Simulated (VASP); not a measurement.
# CuI (P4/nmm) in VASP: notebook

Aim: see how the results for CuI move with the level of theory and the settings. Levels: PBE, r2SCAN. Tasks: single point.

Everything below comes from runs of VASP 6.6.1. Logs are shortened: lines on timing, memory, paths and dates and some standing lists are left out, and cuts for length are marked.

## 1. The cell of the first run

The structure is tetragonal, space group P4/nmm (No. 129). The conventional cell has a = 3.886 Å, b = 3.886 Å, c = 6.080 Å, α = 90.00°, β = 90.00°, γ = 90.00°. Within 3.4 Å of Cu (site symmetry -4m2) lie 4 I at 2.61 Å and 4 Cu at 2.75 Å. Within 3.4 Å of I (site symmetry 4mm) lie 4 Cu at 2.61 Å.

## 2. Single point, PBE (strain -4.2%)

File INCAR:

```
SYSTEM = CuI
PREC = Accurate ; ENCUT = 520
EDIFF = 1E-7 ; ISMEAR = -1
SIGMA = 0.02 ; LREAL = .False.
LASPH = .True. ; NELM = 100
ALGO = Normal ; ISIF = 2
LWAVE = .False. ; LCHARG = .False.
GGA = PE ; NBANDS = 26
```

File KPOINTS:

```
regular mesh
0
Gamma
  6 6 4
  0 0 0
```

File POSCAR:

```
CuI
1.0
    3.8856065044      0.0000000000      0.0000000000
    0.0000000000      3.8856065044      0.0000000000
    0.0000000000      0.0000000000      6.0804341719
Cu I
2 2
Direct
    0.5000000000      0.5000000000      0.0000000000
    0.0000000000      0.0000000000      0.0000000000
    0.5000000000      0.0000000000      0.2857098839
    0.0000000000      0.5000000000      0.7142901161
```

Potentials or basis: VASP PAW PBE potentials, release 64 (Cu, I).

Run with:

```sh
$ cat potpaw_PBE.64/Cu/POTCAR potpaw_PBE.64/I/POTCAR > POTCAR
$ mpirun -np 1 vasp_std > vasp.out
```

OUTCAR:

```text
SYSTEM = CuI
   PREC = Accurate
   ENCUT = 520
   EDIFF = 1E-7
   ISMEAR = -1
   LREAL = .False.
   LASPH = .True.
   NELM = 100
   ISIF = 2
   GGA = PE

 ion  position               nearest neighbor table
   1  0.500  0.500  0.000-   3 2.61   4 2.61   3 2.61   4 2.61   2 2.75   2 2.75   2 2.75   2 2.75

   2  0.000  0.000  0.000-   3 2.61   4 2.61   4 2.61   3 2.61   1 2.75   1 2.75   1 2.75   1 2.75

   3  0.500  0.000  0.286-   1 2.61   2 2.61   1 2.61   2 2.61
   4  0.000  0.500  0.714-   1 2.61   2 2.61   2 2.61   1 2.61

  LATTYP: Found a simple tetragonal cell.
 ALAT       =     3.8856065044
 C/A-ratio  =     1.5648610236

  Lattice vectors:

 A1 = (   3.8856065044,   0.0000000000,   0.0000000000)
 A2 = (   0.0000000000,   3.8856065044,   0.0000000000)
 A3 = (   0.0000000000,   0.0000000000,   6.0804341719)

Analysis of symmetry for initial positions (statically):
=====================================================================
 Subroutine PRICEL returns:
 Original cell was already a primitive cell.

 Routine SETGRP: Setting up the symmetry group for a
 simple tetragonal supercell.

 Subroutine GETGRP returns: Found 16 space group operations
 (whereof  8 operations were pure point group operations)
 out of a pool of 16 trial point group operations.

The static configuration has the point symmetry D_2d.
 The point group associated with its full space group is D_4h.

Analysis of symmetry for dynamics (positions and initial velocities):
=====================================================================
 Subroutine PRICEL returns:
 Original cell was already a primitive cell.

 Routine SETGRP: Setting up the symmetry group for a
 simple tetragonal supercell.

 Subroutine GETGRP returns: Found 16 space group operations
 (whereof  8 operations were pure point group operations)
 out of a pool of 16 trial point group operations.

The dynamic configuration has the point symmetry D_2d.
 The point group associated with its full space group is D_4h.

 Subroutine INISYM returns: Found 16 space group operations
 (whereof  8 operations are pure point group operations),
 and found     1 'primitive' translations

----------------------------------------------------------------------------------------

                                     Primitive cell

  volume of cell :      91.8020

  direct lattice vectors                    reciprocal lattice vectors
     3.885606504  0.000000000  0.000000000     0.257360080  0.000000000  0.000000000
     0.000000000  3.885606504  0.000000000     0.000000000  0.257360080  0.000000000
     0.000000000  0.000000000  6.080434172     0.000000000  0.000000000  0.164461940

  length of vectors
     3.885606504  3.885606504  6.080434172     0.257360080  0.257360080  0.164461940

  position of ions in fractional coordinates (direct lattice)
     0.500000000  0.500000000  0.000000000
     0.000000000  0.000000000  0.000000000
     0.500000000  0.000000000  0.285709884
     0.000000000  0.500000000  0.714290116

  ion indices of the primitive-cell ions
   primitive index   ion index
                 1           1
                 2           2
                 3           3
                 4           4

----------------------------------------------------------------------------------------

 KPOINTS: regular mesh

Automatic generation of k-mesh.
 Grid dimensions read from file:
 generate k-points for:    6    6    4

 Generating k-lattice:

  Cartesian coordinates                     Fractional coordinates (reciprocal lattice)
     0.042893347  0.000000000  0.000000000     0.166666667  0.000000000  0.000000000
     0.000000000  0.042893347  0.000000000     0.000000000  0.166666667  0.000000000
     0.000000000  0.000000000  0.041115485     0.000000000  0.000000000  0.250000000

  Length of vectors
     0.042893347  0.042893347  0.041115485

  Shift w.r.t. Gamma in fractional coordinates (k-lattice)
     0.000000000  0.000000000  0.000000000

 Subroutine IBZKPT returns following result:
 ===========================================

 Found     30 irreducible k-points:

 Following reciprocal coordinates:
            Coordinates               Weight
  0.000000  0.000000  0.000000      1.000000
  0.166667  0.000000  0.000000      4.000000
  0.333333  0.000000  0.000000      4.000000
  0.500000  0.000000  0.000000      2.000000
  0.166667  0.166667  0.000000      4.000000
  0.333333  0.166667  0.000000      8.000000
[... 16 lines left out ...]
  0.333333  0.000000  0.500000      4.000000
  0.500000  0.000000  0.500000      2.000000
 [... further k-points ...]
   k-points           NKPTS =     30   k-points in BZ     NKDIM =     30   number of bands    NBANDS=     26
   number of dos      NEDOS =    301   number of ions     NIONS =      4
   total plane-waves  NPLWV =  43200
   dimension x,y,z NGX =    30 NGY =   30 NGZ =   48
   dimension x,y,z NGXF=    60 NGYF=   60 NGZF=   96
   ions per type =               2   2
[... 37 lines left out ...]
   GGA     = PE    functional components
   LHFCALC =     F    Hartree Fock is set to
   AEXX    =    0.0000 exact exchange contribution
   IVDW    =     0    specifies the selected vdW correction
   LEPSILON=     F    determine dielectric tensor
   LRPA    =     F    only Hartree local field effects (RPA)
 non-spin polarized calculation
  energy-cutoff  :      520.00
  volume of cell :       91.80
 maximum number of plane-waves:      2503
 NGX is ok and might be reduce to    30
   NGX = 15   NGY = 15   NGZ = 23

 number of electron      35.9999963 magnetization

 Free energy of the ion-electron system (eV)
  ---------------------------------------------------
  ext. energy  EPLUGINS =         0.00000000
  ---------------------------------------------------
  free energy    TOTEN  =       -10.74842588 eV

  energy without entropy =      -10.74842588  energy(sigma->0) =      -10.74842588

 E-fermi :   6.9489     XC(G=0):  -9.9585

 val. band max:        6.4981783030   @ k =   0.0000   0.0000   0.0000
 cond. band min:       8.0834022438   @ k =   0.0000   0.0000   0.0000
 fundamental gap:      1.5852239408
 Fermi energy:         6.9488591684

 k-point     1 :       0.0000    0.0000    0.0000
  band No.  band energies     occupation
      1      -8.1947      2.00000
      2      -7.0689      2.00000
      3      -0.3363      2.00000
      4       2.2972      2.00000
      5       2.5184      2.00000
      6       2.5184      2.00000
[... 18 lines left out ...]
     25      14.9105      0.00000
     26      15.1147      0.00000

 k-point     2 :       0.1667    0.0000    0.0000
  band No.  band energies     occupation
      1      -8.0499      2.00000
      2      -7.0428      2.00000
      3      -0.0987      2.00000
      4       2.1534      2.00000
      5       2.1814      2.00000
      6       2.3222      2.00000
[... 18 lines left out ...]
     25      15.3486      0.00000
     26      15.5881      0.00000

 k-point     3 :       0.3333    0.0000    0.0000
  band No.  band energies     occupation
      1      -7.6780      2.00000
      2      -7.0532      2.00000
      3       0.5692      2.00000
      4       1.1026      2.00000
      5       1.3224      2.00000
      6       2.1736      2.00000
[... 18 lines left out ...]
     25      14.1973      0.00000
     26      14.2531      0.00000

 k-point     4 :       0.5000    0.0000    0.0000
  band No.  band energies     occupation
      1      -7.2702      2.00000
      2      -7.2702      2.00000
      3       0.7787      2.00000
      4       0.7787      2.00000
      5       1.4883      2.00000
      6       1.4883      2.00000
[... 18 lines left out ...]
     25      13.5501      0.00000
     26      13.5501      0.00000
[... 496 lines left out ...]
      1      -7.6323      2.00000
      2      -7.5586      2.00000
      3       0.7445      2.00000
      4       1.0621      2.00000
      5       2.1612      2.00000
      6       2.3505      2.00000
[... 18 lines left out ...]
     25      12.2697      0.00000
     26      14.7545      0.00000

 k-point    23 :       0.3333    0.0000    0.5000
  band No.  band energies     occupation
      1      -7.4011      2.00000
      2      -7.3483      2.00000
      3       0.2178      2.00000
      4       0.5183      2.00000
      5       2.2627      2.00000
      6       2.4213      2.00000
[... 18 lines left out ...]
     25      14.1269      0.00000
     26      15.1811      0.00000

 k-point    24 :       0.5000    0.0000    0.5000
  band No.  band energies     occupation
      1      -7.2531      2.00000
      2      -7.2531      2.00000
      3       0.0045      2.00000
      4       0.0045      2.00000
      5       2.4251      2.00000
      6       2.4251      2.00000
[... 18 lines left out ...]
     25      14.4241      0.00000
     26      14.4241      0.00000

 [... further k-points ...]

------------------------ aborting loop because EDIFF is reached ----------------------------------------

  FORCE on cell =-STRESS in cart. coord.  units (eV):
  Direction    XX          YY          ZZ          XY          YZ          ZX
  --------------------------------------------------------------------------------------
  -------------------------------------------------------------------------------------
  Total        4.1654066      4.1654066      3.7239341      0.0000000      0.0000000      0.0000000
  in kB       72.6968766     72.6968766     64.9920652      0.0000000      0.0000000      0.0000000
  external PRESSURE =      70.1286062 kB  Pullay stress =       0.0000000 kB

 VOLUME and BASIS-vectors are now :
 -----------------------------------------------------------------------------
  energy-cutoff  :      520.00
  volume of cell :       91.80
      direct lattice vectors                 reciprocal lattice vectors
     3.885606504  0.000000000  0.000000000     0.257360080  0.000000000  0.000000000
     0.000000000  3.885606504  0.000000000     0.000000000  0.257360080  0.000000000
     0.000000000  0.000000000  6.080434172     0.000000000  0.000000000  0.164461940

 POSITION                                       TOTAL-FORCE (eV/Angst)
 -----------------------------------------------------------------------------------
      1.94280      1.94280      0.00000         0.000000      0.000000     -0.000000
      0.00000      0.00000      0.00000         0.000000     -0.000000     -0.000000
      1.94280      0.00000      1.73724         0.000000      0.000000      0.239828
      0.00000      1.94280      4.34319         0.000000      0.000000     -0.239828
 -----------------------------------------------------------------------------------
    total drift:                                0.000000      0.000000      0.000000

  FREE ENERGIE OF THE ION-ELECTRON SYSTEM (eV)
  ---------------------------------------------------
  free  energy   TOTEN  =       -10.7484258802 eV

  energy  without entropy=      -10.7484258802  energy(sigma->0) =      -10.74842588
```

Wall time 75 s (1 thread of Oxide Virtual Turin-like, shared host); peak memory 0.2 GiB.

What came out:

```yaml
Free_energy: -10.7484 eV
Pressure: 7.0 GPa
Largest_force: 0.240 eV/Å
Band_gap_on_the_k_mesh: 1.59 eV
```

Forces in eV/Å, atoms in the order of the input:
```
Cu   0.000  0.000  0.000
Cu   0.000  0.000  0.000
I    0.000  0.000  0.240
I    0.000  0.000 -0.240
```

Caveat: the cell differs from its parent crystal (strain -4.2%); the cell stands under pressure; spin-orbit coupling is left out, which moves the levels of the heavy elements. A k mesh can miss the band edges.

## 3. Single point, PBE (epitaxial xy strain -3.7%)

File INCAR:

```
PREC = Accurate
ENCUT = 520
EDIFF = 1E-6
ISMEAR = -1
SIGMA = 0.02
LREAL = False
LASPH = True
NELM = 80
ALGO = Normal
ISIF = 2
LWAVE = False
LCHARG = True
GGA = PE
LELF = True
LVHAR = True
NBANDS = 26
```

File KPOINTS:

```
Automatic mesh
0
Gamma
  6 6 4
```

File POSCAR:

```
CuI
1.0
    3.9058820549      0.0000000000      0.0000000000
    0.0000000000      3.9058820549      0.0000000000
    0.0000000000      0.0000000000      6.6140225346
Cu I
2 2
Direct
    0.5000000000      0.5000000000      0.0000000000
    0.0000000000      0.0000000000      0.0000000000
    0.5000000000      0.0000000000      0.2676364622
    0.0000000000      0.5000000000      0.7323635378
```

Potentials or basis: VASP PAW PBE potentials, release 64 (Cu, I).

Run with:

```sh
$ cat potpaw_PBE.64/Cu/POTCAR potpaw_PBE.64/I/POTCAR > POTCAR
$ mpirun -np 1 vasp_std > vasp.out
```

It took 74 s on 1 thread of Oxide Virtual Turin-like, shared host; peak memory 0.2 GiB.

The run converged. Its results:

```yaml
Free_energy: -10.9529 eV
Pressure: 3.8 GPa
Largest_force: 0.176 eV/Å
Band_gap_on_the_k_mesh: 1.59 eV
```

Forces in eV/Å, atoms in the order of the input:
```
Cu   0.000  0.000  0.000
Cu   0.000  0.000  0.000
I    0.000  0.000  0.176
I    0.000  0.000 -0.176
```

Stress tensor (GPa, compression positive):
```
4.42 0.00 0.00
0.00 4.42 0.00
0.00 0.00 2.60
```

Levels at points of the mesh, in eV from the valence-band top:
| k point | band 15 | band 16 | band 17 | band 18 | band 19 | band 20 | band 21 | band 22 |
| --- | --- | --- | --- | --- | --- | --- | --- | --- |
| (0.00, 0.00, 0.00) | -1.24 | -1.21 | 0.00 | 0.00 | 1.59 | 3.59 | 3.67 | 4.93 |
| (0.50, 0.00, 0.00) | -1.38 | -1.38 | -0.46 | -0.46 | 3.67 | 3.67 | 4.94 | 4.94 |
| (0.50, 0.50, 0.00) | -1.83 | -1.83 | -1.18 | -1.18 | 2.41 | 2.41 | 2.54 | 2.54 |
| (0.00, 0.00, 0.50) | -1.39 | -1.24 | -0.38 | -0.38 | 3.36 | 3.79 | 3.85 | 4.43 |
| (0.50, 0.00, 0.50) | -0.94 | -0.94 | -0.44 | -0.44 | 1.98 | 1.98 | 5.31 | 5.31 |
| (0.50, 0.50, 0.50) | -1.83 | -1.83 | -1.05 | -1.05 | 3.79 | 3.79 | 3.91 | 3.91 |

Caveat: the cell differs from its parent crystal (epitaxial xy strain -3.7%); the cell stands under pressure; spin-orbit coupling is left out, which moves the levels of the heavy elements; this functional lacks dispersion, which binds layers or chains, so the pressure and a relaxed spacing across them are unreliable. A k mesh can miss the band edges.

## 4. Single point, PBE

This run uses another cell than the first one, of 26.09 Å³/atom.

File INCAR:

```
SYSTEM = CuI
  ALGO = Normal
  EDIFF = 1E-6
  ENCUT = 520
  GGA = PE
  ISIF = 2
  ISMEAR = -1
  LASPH = .TRUE.
  LCHARG = .FALSE.
  LREAL = .FALSE.
  LWAVE = .FALSE.
  NBANDS = 26
  NELM = 100
  PREC = Accurate
  SIGMA = 0.02
```

File KPOINTS:

```
k-points
0
G
  6 6 4
  0 0 0
```

File POSCAR:

```
CuI
1.0
    4.0551101069      0.0000000000      0.0000000000
    0.0000000000      4.0551101069      0.0000000000
    0.0000000000      0.0000000000      6.3456837528
Cu I
2 2
Direct
    0.5000000000      0.5000000000      0.0000000000
    0.0000000000      0.0000000000      0.0000000000
    0.5000000000      0.0000000000      0.2667094172
    0.0000000000      0.5000000000      0.7332905828
```

Run with:

```sh
$ cat potpaw_PBE.64/Cu/POTCAR potpaw_PBE.64/I/POTCAR > POTCAR
$ mpirun -np 1 vasp_std > vasp.out
```

Run time: 100 s. Hardware: 1 thread of Oxide Virtual Turin-like, shared host; peak memory 0.2 GiB.

Results (log left out):

```
Free energy            : -11.0401 eV
Pressure               : 2.3 GPa
Largest force          : 0.157 eV/Å
Band gap on the k mesh : 1.59 eV
```

Forces in eV/Å, atoms in the order of the input:
```
Cu   0.000  0.000  0.000
Cu   0.000  0.000  0.000
I    0.000  0.000  0.157
I    0.000  0.000 -0.157
```

Stress tensor (GPa, compression positive):
```
2.21 0.00 0.00
0.00 2.21 0.00
0.00 0.00 2.40
```

Levels at points of the mesh, in eV from the valence-band top:
```csv
k point,band 15,band 16,band 17,band 18,band 19,band 20,band 21,band 22
"(0.00, 0.00, 0.00)",-1.22,-0.88,0.00,0.00,1.59,3.05,3.37,4.86
"(0.50, 0.00, 0.00)",-1.20,-1.20,-0.53,-0.53,3.73,3.73,4.84,4.84
"(0.50, 0.50, 0.00)",-1.75,-1.75,-1.15,-1.15,2.51,2.51,2.69,2.69
"(0.00, 0.00, 0.50)",-1.35,-1.22,-0.39,-0.39,3.31,3.44,3.56,4.26
"(0.50, 0.00, 0.50)",-0.77,-0.77,-0.49,-0.49,2.20,2.20,5.17,5.17
"(0.50, 0.50, 0.50)",-1.75,-1.75,-1.04,-1.04,4.12,4.12,4.17,4.17
```

Caveat: spin-orbit coupling is left out, which moves the levels of the heavy elements; this functional lacks dispersion, which binds layers or chains, so the pressure and a relaxed spacing across them are unreliable.

## 5. Single point, r2SCAN (strain -4.2%)

File POSCAR:

```
CuI
1.0
    3.8856065044      0.0000000000      0.0000000000
    0.0000000000      3.8856065044      0.0000000000
    0.0000000000      0.0000000000      6.0804341719
Cu I
2 2
Direct
    0.5000000000      0.5000000000      0.0000000000
    0.0000000000      0.0000000000      0.0000000000
    0.5000000000      0.0000000000      0.2857098839
    0.0000000000      0.5000000000      0.7142901161
```

File INCAR.step1:

```
SYSTEM = CuI
ALGO = Normal
EDIFF = 1E-4
ENCUT = 520
GGA = PE
ISMEAR = 0
LASPH = .True.
LCHARG = .False.
LREAL = .False.
LWAVE = .True.
NBANDS = 26
NELM = 80
PREC = Accurate
SIGMA = 0.01
```

File INCAR.step2:

```
SYSTEM = CuI
ALGO = Normal
EDIFF = 1E-6
ENCUT = 520
ISIF = 2
ISMEAR = 0
ISTART = 1
LASPH = .True.
LCHARG = .False.
LMIXTAU = .True.
LREAL = .False.
LWAVE = .False.
METAGGA = R2SCAN
NBANDS = 26
NELM = 80
PREC = Accurate
SIGMA = 0.01
```

File KPOINTS:

```
k-points
0
Gamma
  6 6 4
  0 0 0
```

Run with:

```sh
$ cat potpaw_PBE.64/Cu/POTCAR potpaw_PBE.64/I/POTCAR > POTCAR
$ cp INCAR.step1 INCAR
$ mpirun -np 1 vasp_std > vasp.out
$ cp INCAR.step2 INCAR
$ mpirun -np 1 vasp_std > vasp.out
```

It took 7 min on 1 thread of Oxide Virtual Turin-like, shared host; peak memory 0.2 GiB.

It converged, with:

| Quantity | Value |
| --- | --- |
| Free energy | -71.2890 eV |
| Pressure | 5.9 GPa |
| Largest force | 0.013 eV/Å |
| Band gap on the k mesh | 2.10 eV |

Forces in eV/Å, atoms in the order of the input:
```
Cu   0.000  0.000  0.000
Cu   0.000  0.000  0.000
I    0.000  0.000 -0.013
I    0.000  0.000  0.013
```

Stress tensor (GPa, compression positive):
```
6.32 0.00 0.00
0.00 6.32 0.00
0.00 0.00 5.05
```

Levels at points of the mesh, in eV from the valence-band top:
```
           k point  band 16  band 17  band 18  band 19  band 20  band 21
(0.00, 0.00, 0.00)    -1.34     0.00     0.00     2.10     3.57     3.78
(0.50, 0.00, 0.00)    -1.64    -0.71    -0.71     4.40     4.40     4.98
(0.50, 0.50, 0.00)    -2.11    -1.46    -1.46     2.40     2.40     2.45
(0.00, 0.00, 0.50)    -1.48    -0.75    -0.75     4.10     4.22     4.23
(0.50, 0.00, 0.50)    -0.99    -0.65    -0.65     2.28     2.28     5.65
(0.50, 0.50, 0.50)    -2.11    -1.23    -1.23     4.34     4.34     4.68
```

Caveat: the cell differs from its parent crystal (strain -4.2%); the cell stands under pressure; the PAW data sets were made with another functional, which shifts forces and pressure a little; spin-orbit coupling is left out, which moves the levels of the heavy elements.

## 6. Summary

| level | cell | smearing | gap on the mesh (eV) | pressure (GPa) | largest force (eV/Å) |
| --- | --- | --- | --- | --- | --- |
| PBE | a = 3.886, b = 3.886, c = 6.080 Å, 4 atoms, atomic positions A | fermi-dirac 0.02 eV | 1.59 | 7.0 | 0.24 |
| PBE | a = 3.906, b = 3.906, c = 6.614 Å, 4 atoms, atomic positions B | fermi-dirac 0.02 eV | 1.59 | 3.8 | 0.18 |
| PBE | a = 4.055, b = 4.055, c = 6.346 Å, 4 atoms, atomic positions C | fermi-dirac 0.02 eV | 1.59 | 2.3 | 0.16 |
| r2SCAN | a = 3.886, b = 3.886, c = 6.080 Å, 4 atoms, atomic positions A | gaussian 0.01 eV | 2.10 | 5.9 | 0.01 |

Alike in all rows: task single point; potentials or basis VASP PAW PBE potentials, release 64 (Cu, I); no spin polarisation; k mesh 6 × 6 × 4; cutoff (eV) 520.

Caveats: spin-orbit coupling is left out, which moves the levels of the heavy elements; the cell stands under pressure (at least some runs); this functional lacks dispersion, which binds layers or chains, so the pressure and a relaxed spacing across them are unreliable (at least some runs); the PAW data sets were made with another functional, which shifts forces and pressure a little (at least some runs).

Total energies depend on the potentials used, so only differences within one code and one set of settings carry meaning.
